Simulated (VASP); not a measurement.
# NaY (Pm-3m) in VASP: further runs

Runs on NaY. Level: PBEsol. Tasks: single point, relaxation of cell and atoms.

Program: VASP 6.6.1. These are calculated values, not measurements. Logs are shortened: lines on timing, memory, paths and dates and some standing lists are left out, and cuts for length are marked.

## (1) The cell of the first run

Symmetry: Pm-3m, No. 221, cubic system. The conventional cell has a = 3.958 Å, b = 3.958 Å, c = 3.958 Å, α = 90.00°, β = 90.00°, γ = 90.00°. Within 4.5 Å of Na (site symmetry m-3m) lie 8 Y at 3.43 Å and 6 Na at 3.96 Å. Y (site symmetry m-3m) has 8 Na at 3.43 Å and 6 Y at 3.96 Å within 4.5 Å.

## (2) Single point, PBEsol

Input file INCAR:

```
PREC     = Accurate       # precision mode
ENCUT    = 520            # plane-wave cutoff, eV
EDIFF    = 1E-6           # SCF threshold, eV
ISMEAR   = 0              # smearing method
SIGMA    = 0.1            # smearing width, eV
LREAL    = False          # projectors in reciprocal space
LASPH    = True           # aspherical terms in the spheres
NELM     = 100            # most SCF steps
ALGO     = Normal         # electronic algorithm
ISIF     = 2              # what is computed and relaxed
LWAVE    = False          # write WAVECAR
LCHARG   = False          # write CHGCAR
GGA      = PS             # functional
NBANDS   = 16             # bands
```

Input file KPOINTS:

```
regular mesh
0
Gamma
  10 10 10
```

Input file POSCAR:

```
NaY
1.0
    3.9581987700      0.0000000000      0.0000000000
    0.0000000000      3.9581987700      0.0000000000
    0.0000000000      0.0000000000      3.9581987700
Na Y
1 1
Direct
    0.5000000000      0.5000000000      0.5000000000
    0.0000000000      0.0000000000      0.0000000000
```

Potentials or basis: VASP PAW PBE potentials, release 64 (Na_pv, Y_sv).

On the command line:

```
> cat potpaw_PBE.64/Na_pv/POTCAR potpaw_PBE.64/Y_sv/POTCAR > POTCAR
> mpirun -np 1 vasp_std > vasp.out
```

OUTCAR:

```text
PREC = Accurate
   ENCUT = 520
   EDIFF = 1E-6
   ISMEAR = 0
   LREAL = False
   LASPH = True
   NELM = 100
   ISIF = 2
   GGA = PS

 ion  position               nearest neighbor table
   1  0.500  0.500  0.500-   2 3.43   2 3.43   2 3.43   2 3.43   2 3.43   2 3.43   2 3.43   2 3.43

   2  0.000  0.000  0.000-   1 3.43   1 3.43   1 3.43   1 3.43   1 3.43   1 3.43   1 3.43   1 3.43

  LATTYP: Found a simple cubic cell.
 ALAT       =     3.9581987700

  Lattice vectors:

 A1 = (   3.9581987700,   0.0000000000,   0.0000000000)
 A2 = (   0.0000000000,   3.9581987700,   0.0000000000)
 A3 = (   0.0000000000,   0.0000000000,   3.9581987700)

Analysis of symmetry for initial positions (statically):
=====================================================================
 Subroutine PRICEL returns:
 Original cell was already a primitive cell.

 Routine SETGRP: Setting up the symmetry group for a
 simple cubic supercell.

 Subroutine GETGRP returns: Found 48 space group operations
 (whereof 48 operations were pure point group operations)
 out of a pool of 48 trial point group operations.

The static configuration has the point symmetry O_h .

Analysis of symmetry for dynamics (positions and initial velocities):
=====================================================================
 Subroutine PRICEL returns:
 Original cell was already a primitive cell.

 Routine SETGRP: Setting up the symmetry group for a
 simple cubic supercell.

 Subroutine GETGRP returns: Found 48 space group operations
 (whereof 48 operations were pure point group operations)
 out of a pool of 48 trial point group operations.

The dynamic configuration has the point symmetry O_h .

 Subroutine INISYM returns: Found 48 space group operations
 (whereof 48 operations are pure point group operations),
 and found     1 'primitive' translations

----------------------------------------------------------------------------------------

                                     Primitive cell

  volume of cell :      62.0144

  direct lattice vectors                    reciprocal lattice vectors
     3.958198770  0.000000000  0.000000000     0.252640167  0.000000000  0.000000000
     0.000000000  3.958198770  0.000000000     0.000000000  0.252640167  0.000000000
     0.000000000  0.000000000  3.958198770     0.000000000  0.000000000  0.252640167

  length of vectors
     3.958198770  3.958198770  3.958198770     0.252640167  0.252640167  0.252640167

  position of ions in fractional coordinates (direct lattice)
     0.500000000  0.500000000  0.500000000
     0.000000000  0.000000000  0.000000000

  ion indices of the primitive-cell ions
   primitive index   ion index
                 1           1
                 2           2

----------------------------------------------------------------------------------------

 KPOINTS: regular mesh

Automatic generation of k-mesh.
 Grid dimensions read from file:
 generate k-points for:   10   10   10

 Generating k-lattice:

  Cartesian coordinates                     Fractional coordinates (reciprocal lattice)
     0.025264017  0.000000000  0.000000000     0.100000000  0.000000000  0.000000000
     0.000000000  0.025264017  0.000000000     0.000000000  0.100000000  0.000000000
     0.000000000  0.000000000  0.025264017     0.000000000  0.000000000  0.100000000

  Length of vectors
     0.025264017  0.025264017  0.025264017

  Shift w.r.t. Gamma in fractional coordinates (k-lattice)
     0.000000000  0.000000000  0.000000000

 Subroutine IBZKPT returns following result:
 ===========================================

 Found     56 irreducible k-points:

 Following reciprocal coordinates:
            Coordinates               Weight
  0.000000  0.000000  0.000000      1.000000
  0.100000  0.000000  0.000000      6.000000
  0.200000  0.000000  0.000000      6.000000
  0.300000  0.000000  0.000000      6.000000
  0.400000  0.000000  0.000000      6.000000
  0.500000  0.000000  0.000000      3.000000
[... 16 lines left out ...]
  0.200000  0.100000  0.100000     24.000000
  0.300000  0.100000  0.100000     24.000000
 [... further k-points ...]
   k-points           NKPTS =     56   k-points in BZ     NKDIM =     56   number of bands    NBANDS=     16
   number of dos      NEDOS =    301   number of ions     NIONS =      2
   total plane-waves  NPLWV =  27000
   dimension x,y,z NGX =    30 NGY =   30 NGZ =   30
   dimension x,y,z NGXF=    60 NGYF=   60 NGZF=   60
   ions per type =               1   1
   NGX,Y,Z   is equivalent  to a cutoff of  12.60, 12.60, 12.60 a.u.
   NGXF,Y,Z  is equivalent  to a cutoff of  25.20, 25.20, 25.20 a.u.
 SYSTEM =  unknown system
   PREC   = accura    normal or accurate (medium, high low for compatibility)
   ISTART =      0    job   : 0-new  1-cont  2-samecut
   ICHARG =      2    charge: 1-file 2-atom 10-const
   ISPIN  =      1    spin polarized calculation?
   LNONCOLLINEAR =      F non collinear calculations
   LSORBIT =      F    spin-orbit coupling
   LASPH  =      T    aspherical Exc in radial PAW
   ENCUT  =  520.0 eV  38.22 Ry    6.18 a.u.   7.36  7.36  7.36*2*pi/ulx,y,z
   NELM   =    100;   NELMIN=  2; NELMDL= -5     # of ELM steps
   EDIFF  = 0.1E-05   stopping-criterion for ELM
   LREAL  =      F    real-space projection
   EDIFFG = 0.1E-04   stopping-criterion for IOM
   NSW    =      0    number of steps for IOM
   IBRION =     -1    ionic relax: 0-MD 1-quasi-New 2-CG
   NFREE  =      0    steps in history (QN), initial steepest desc. (CG)
   ISIF   =      2    stress and relaxation
   ISYM   =      2    0-nonsym 1-usesym 2-fastsym
   POTIM  = 0.5000    time-step for ionic-motion
   TEBEG  =    0.0;   TEEND  =   0.0 temperature during run
   PSTRESS=    0.0 pullay stress
   NELECT =      18.0000    total number of electrons
   NUPDOWN=      -1.0000    fix difference up-down
   EMIN   =  10.00;   EMAX   =-10.00  energy-range for DOS
   EFERMI =   0.00;   METHOD = LEGACY
   ISMEAR =     0;   SIGMA  =   0.10  broadening in eV -4-tet -1-fermi 0-gaus
   EFERMI_NEDOS =   21; number of points for ismear=-14 and -15
   IALGO  =     38    algorithm
   IMIX   =      4    mixing-type and parameters
     AMIX     =   0.40;   BMIX     =  1.00
     AMIX_MAG =   1.60;   BMIX_MAG =  1.00
  volume/ion in A,a.u.               =      31.01       209.25
  Fermi-wavevector in a.u.,A,eV,Ry     =   1.083930  2.048331 15.985555  1.174905
  Thomas-Fermi vector in A             =   2.220008
   LORBIT       =      0    0 simple, 1 ext, 2 COOP (PROOUT), +10 PAW based schemes
   GGA     = PS    functional components
   LHFCALC =     F    Hartree Fock is set to
   AEXX    =    0.0000 exact exchange contribution
   IVDW    =     0    specifies the selected vdW correction
   LEPSILON=     F    determine dielectric tensor
   LRPA    =     F    only Hartree local field effects (RPA)
 non-spin polarized calculation
 Gauss-broadening in eV      SIGMA  =   0.10
  energy-cutoff  :      520.00
  volume of cell :       62.01
 maximum number of plane-waves:      1743
 NGX is ok and might be reduce to    30
   NGX = 15   NGY = 15   NGZ = 15

 number of electron      18.0000003 magnetization

 Free energy of the ion-electron system (eV)
  ---------------------------------------------------
  ext. energy  EPLUGINS =         0.00000000
  ---------------------------------------------------
  free energy    TOTEN  =        -7.31515253 eV

  energy without entropy =       -7.30079154  energy(sigma->0) =       -7.30797203

 E-fermi :   1.9451     XC(G=0):  -8.5373

 val. band max:        1.9391506426   @ k =   0.2000   0.2000   0.0000
 cond. band min:       1.9451690548   @ k =   0.2000   0.1000   0.0000
 fundamental gap:      0.0060184122
 Fermi energy:         1.9450886935

 k-point     1 :       0.0000    0.0000    0.0000
  band No.  band energies     occupation
      1     -41.4615      2.00000
      2     -21.5626      2.00000
      3     -21.5626      2.00000
      4     -21.5626      2.00000
      5     -21.3429      2.00000
      6     -21.3429      2.00000
[... 8 lines left out ...]
     15       7.5722      0.00000
     16       7.5722      0.00000

 k-point     2 :       0.1000    0.0000    0.0000
  band No.  band energies     occupation
      1     -41.4610      2.00000
      2     -21.5626      2.00000
      3     -21.5599      2.00000
      4     -21.5599      2.00000
      5     -21.3550      2.00000
      6     -21.3446      2.00000
[... 8 lines left out ...]
     15       7.8252      0.00000
     16       7.8252      0.00000

 k-point     3 :       0.2000    0.0000    0.0000
  band No.  band energies     occupation
      1     -41.4595      2.00000
      2     -21.5619      2.00000
      3     -21.5527      2.00000
      4     -21.5527      2.00000
      5     -21.3872      2.00000
      6     -21.3496      2.00000
[... 8 lines left out ...]
     15       8.3971      0.00000
     16       8.3971      0.00000

 k-point     4 :       0.3000    0.0000    0.0000
  band No.  band energies     occupation
      1     -41.4578      2.00000
      2     -21.5587      2.00000
      3     -21.5431      2.00000
      4     -21.5431      2.00000
      5     -21.4291      2.00000
      6     -21.3562      2.00000
[... 8 lines left out ...]
     15       8.9860      0.00000
     16       9.0302      0.00000
[... 324 lines left out ...]
 k-point    22 :       0.1000    0.1000    0.1000
  band No.  band energies     occupation
      1     -41.4599      2.00000
      2     -21.5642      2.00000
      3     -21.5642      2.00000
      4     -21.5462      2.00000
      5     -21.3706      2.00000
      6     -21.3509      2.00000
[... 8 lines left out ...]
     15       7.6033      0.00000
     16       7.6033      0.00000

 k-point    23 :       0.2000    0.1000    0.1000
  band No.  band energies     occupation
      1     -41.4585      2.00000
      2     -21.5706      2.00000
      3     -21.5563      2.00000
      4     -21.5388      2.00000
      5     -21.3951      2.00000
      6     -21.3564      2.00000
[... 8 lines left out ...]
     15       8.0921      0.00000
     16       8.1600      0.00000

 k-point    24 :       0.3000    0.1000    0.1000
  band No.  band energies     occupation
      1     -41.4567      2.00000
      2     -21.5730      2.00000
      3     -21.5457      2.00000
      4     -21.5365      2.00000
      5     -21.4267      2.00000
      6     -21.3640      2.00000
[... 8 lines left out ...]
     15       8.6157      0.00000
     16       8.6821      0.00000

 [... further k-points ...]
[... 5 lines left out ...]
  --------------------------------------------------------------------------------------
  -------------------------------------------------------------------------------------
  Total        0.0151789      0.0151789      0.0151789      0.0000000      0.0000000     -0.0000000
  in kB        0.3921562      0.3921562      0.3921562      0.0000000      0.0000000     -0.0000000
  external PRESSURE =       0.3921562 kB  Pullay stress =       0.0000000 kB

 VOLUME and BASIS-vectors are now :
 -----------------------------------------------------------------------------
  energy-cutoff  :      520.00
  volume of cell :       62.01
      direct lattice vectors                 reciprocal lattice vectors
     3.958198770  0.000000000  0.000000000     0.252640167  0.000000000  0.000000000
     0.000000000  3.958198770  0.000000000     0.000000000  0.252640167  0.000000000
     0.000000000  0.000000000  3.958198770     0.000000000  0.000000000  0.252640167

 POSITION                                       TOTAL-FORCE (eV/Angst)
 -----------------------------------------------------------------------------------
      1.97910      1.97910      1.97910         0.000000      0.000000      0.000000
      0.00000      0.00000      0.00000         0.000000      0.000000      0.000000
 -----------------------------------------------------------------------------------
    total drift:                                0.000000      0.000000      0.000000

  FREE ENERGIE OF THE ION-ELECTRON SYSTEM (eV)
  ---------------------------------------------------
  free  energy   TOTEN  =        -7.3151525262 eV

  energy  without entropy=       -7.3007915423  energy(sigma->0) =       -7.30797203
```

Wall time 56 s (1 thread of Intel Xeon Platinum 8259CL at 2.50GHz (Skylake/Cascade Lake), shared host); peak memory 0.22 GiB.

Results:

```
Free energy            : -7.3152 eV
Pressure               : 0.0 GPa
Band gap on the k mesh : zero (band 9 reaches 2.21 eV, above the bottom of band 10 at 1.55 eV)
```

Caveat: the PAW data sets were made with another functional, which shifts forces and pressure a little.

## (3) Relaxation of cell and atoms, PBEsol

Input file INCAR:

```
SYSTEM = NaY
  ALGO = Normal
  EDIFF = 1E-6
  EDIFFG = -0.005
  ENCUT = 600
  GGA = PS
  IBRION = 2
  ISIF = 3
  ISMEAR = 0
  LASPH = .True.
  LCHARG = .False.
  LREAL = .False.
  LWAVE = .False.
  NELM = 100
  NSW = 100
  PREC = Accurate
  SIGMA = 0.1
```

Input file KPOINTS:

```
k-points
0
Gamma
  10 10 10
  0 0 0
```

POSCAR is that of step 2.

Potentials or basis: VASP PAW PBE potentials, release 64 (Na_pv, Y_sv).

On the command line:

```
> cat potpaw_PBE.64/Na_pv/POTCAR potpaw_PBE.64/Y_sv/POTCAR > POTCAR
> mpirun -np 1 vasp_std > vasp.out
```

Run time: 33 s. Hardware: 1 thread of Intel Xeon Platinum 8259CL at 2.50GHz (Skylake/Cascade Lake), shared host; peak memory 0.22 GiB.

It converged, with:

| Property | Result |
| --- | --- |
| Free energy | -7.3153 eV |
| Pressure after relaxing | 0.0 GPa |
| Band gap on the k mesh | zero (band 9 reaches 2.21 eV, above the bottom of band 10 at 1.55 eV) |

Final structure:
```
Na Y
1.0
     3.95820    0.00000    0.00000
     0.00000    3.95820    0.00000
     0.00000    0.00000    3.95820
Na Y
1 1
Direct
  0.50000 0.50000 0.50000
  0.00000 0.00000 0.00000
```

Levels at points of the mesh, in eV from the Fermi level:
| k point | band 5 | band 6 | band 7 | band 8 | band 9 | band 10 | band 11 | band 12 | band 13 |
| --- | --- | --- | --- | --- | --- | --- | --- | --- | --- |
| (0.00, 0.00, 0.00) | -23.29 | -23.29 | -23.29 | -4.29 | -0.20 | -0.20 | 2.93 | 2.93 | 2.93 |
| (0.50, 0.00, 0.00) | -23.43 | -23.31 | -23.31 | -2.27 | -1.20 | 0.33 | 1.63 | 1.63 | 3.10 |
| (0.50, 0.50, 0.00) | -23.34 | -23.34 | -23.30 | -1.15 | -0.48 | 0.83 | 0.83 | 1.86 | 1.86 |
| (0.50, 0.50, 0.50) | -23.40 | -23.40 | -23.40 | -0.39 | -0.39 | -0.39 | 3.11 | 3.11 | 3.11 |

Caveat: the relaxation stopped at its first step, so nothing moved; the PAW data sets were made with another functional, which shifts forces and pressure a little.

## (4) Single point, PBEsol

Input file INCAR:

```
SYSTEM = NaY
PREC = Accurate ; ENCUT = 520
EDIFF = 1E-6 ; ISMEAR = 0
SIGMA = 0.1 ; LREAL = .False.
LASPH = .True. ; NELM = 100
ALGO = Normal ; ISIF = 2
LWAVE = .False. ; LCHARG = .False.
GGA = PS ; NBANDS = 16
```

Input file KPOINTS:

```
regular mesh
0
Gamma
  12 12 12
  0 0 0
```

POSCAR is that of step 3.

On the command line:

```
> cat potpaw_PBE.64/Na_pv/POTCAR potpaw_PBE.64/Y_sv/POTCAR > POTCAR
> mpirun -np 1 vasp_std > vasp.out
```

It took 79 s on 1 thread of Intel Xeon Platinum 8259CL at 2.50GHz (Skylake/Cascade Lake), shared host; peak memory 0.24 GiB.

It converged, with:

```yaml
Free_energy: -7.3148 eV
Pressure: 0.0 GPa
Band_gap_on_the_k_mesh: zero (band 9 reaches 2.28 eV, above the bottom of band 10 at 1.56 eV)
```

Levels at points of the mesh, in eV from the Fermi level:
```
           k point  band 6  band 7  band 8  band 9  band 10  band 11  band 12  band 13
(0.00, 0.00, 0.00)  -23.29  -23.29   -4.30   -0.20    -0.20     2.93     2.93     2.93
(0.50, 0.00, 0.00)  -23.31  -23.31   -2.27   -1.20     0.33     1.63     1.63     3.10
(0.50, 0.50, 0.00)  -23.34  -23.30   -1.15   -0.48     0.83     0.83     1.86     1.86
(0.50, 0.50, 0.50)  -23.41  -23.41   -0.39   -0.39    -0.39     3.10     3.10     3.10
```

Caveat: the PAW data sets were made with another functional, which shifts forces and pressure a little.

## (5) Summary

```tsv
task	cell	k mesh	cutoff (eV)	gap on the mesh (eV)	pressure (GPa)
single point	a = 3.958 Å, 2 atoms	10 × 10 × 10	520	none	0.0
relaxation of cell and atoms	relaxed from a = 3.958 Å, 2 atoms	10 × 10 × 10	600	none	0.0
single point	a = 3.958 Å, 2 atoms	12 × 12 × 12	520	none	0.0
```

Alike in all rows: level PBEsol; potentials or basis VASP PAW PBE potentials, release 64 (Na_pv, Y_sv); no spin polarisation; smearing gaussian 0.1 eV.

Caveats: the PAW data sets were made with another functional, which shifts forces and pressure a little; the relaxation stopped at its first step, so nothing moved (some runs).

Total energies depend on the potentials used, so only differences within one code and one set of settings carry meaning.
